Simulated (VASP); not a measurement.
Set up this calculation in VASP 6.6.1, as the native input.

```
Task                   : single point
Functional             : PBEsol
Potentials or basis    : VASP PAW PBE potentials, release 64 (Pd)
Cutoff                 : 520 eV
k mesh                 : 8 × 8 × 5
Occupations            : fermi-dirac, width 0.05 eV
Spin                   : non-collinear spin, zero start, spin-orbit coupling
Starting moments       : [[0.0, 0.0, 0.0], [0.0, 0.0, 0.0]] μB
Dipole correction      : no
Further INCAR settings : ALGO = Normal; EDIFF = 1e-06; NBANDS = 32
```

The structure of Pd lies in POSCAR:

```
Pd
1.0
    2.7836650458      0.0000000000      0.0000000000
   -1.3918325229      2.4107246453      0.0000000000
    0.0000000000      0.0000000000      4.6288930000
Pd
2
Direct
    0.3333333333      0.6666666667      0.2500000000
    0.6666666667      0.3333333333      0.7500000000
```

These files were run (other wordings do the same):

INCAR

```
SYSTEM = Pd
PREC     = Accurate       ! precision mode
ENCUT    = 520            ! plane-wave cutoff, eV
EDIFF    = 1E-6           ! SCF threshold, eV
ISMEAR   = -1             ! smearing method
SIGMA    = 0.05           ! smearing width, eV
LREAL    = .FALSE.        ! projectors in reciprocal space
LASPH    = .TRUE.         ! aspherical terms in the spheres
NELM     = 150            ! most SCF steps
ALGO     = Normal         ! electronic algorithm
ISIF     = 2              ! what is computed and relaxed
LWAVE    = .FALSE.        ! write WAVECAR
LCHARG   = .FALSE.        ! write CHGCAR
LNONCOLLINEAR= .TRUE.         ! non-collinear magnetism
MAGMOM   = 0 0 0 0 0 0    ! initial moments
LORBIT   = 11             ! projections on sites
LSORBIT  = .TRUE.         ! spin-orbit coupling
GGA_COMPAT= .FALSE.      
LORBMOM  = .TRUE.       
LMAXMIX  = 4              ! l up to which the mixer works
GGA      = PS             ! functional
NBANDS   = 32             ! bands
```

KPOINTS

```
Automatic mesh
0
G
  8 8 5
  0 0 0
```

Potentials or basis: VASP PAW PBE potentials, release 64 (Pd).

The run is started by

```bash
$ cat potpaw_PBE.64/Pd/POTCAR > POTCAR
$ mpirun -np 1 vasp_ncl > vasp.out
```

Results of the run:

The pressure is -10.4 GPa, the net moment is 0.00 μB per cell and the valence electrons inside the program's atomic spheres are Pd 9.32.

Caveat: the PAW data sets were made with another functional, which shifts forces and pressure a little.

Run time: 2.7 min on 1 thread of AMD EPYC 7R13 (shared host), peak memory 0.22 GiB.
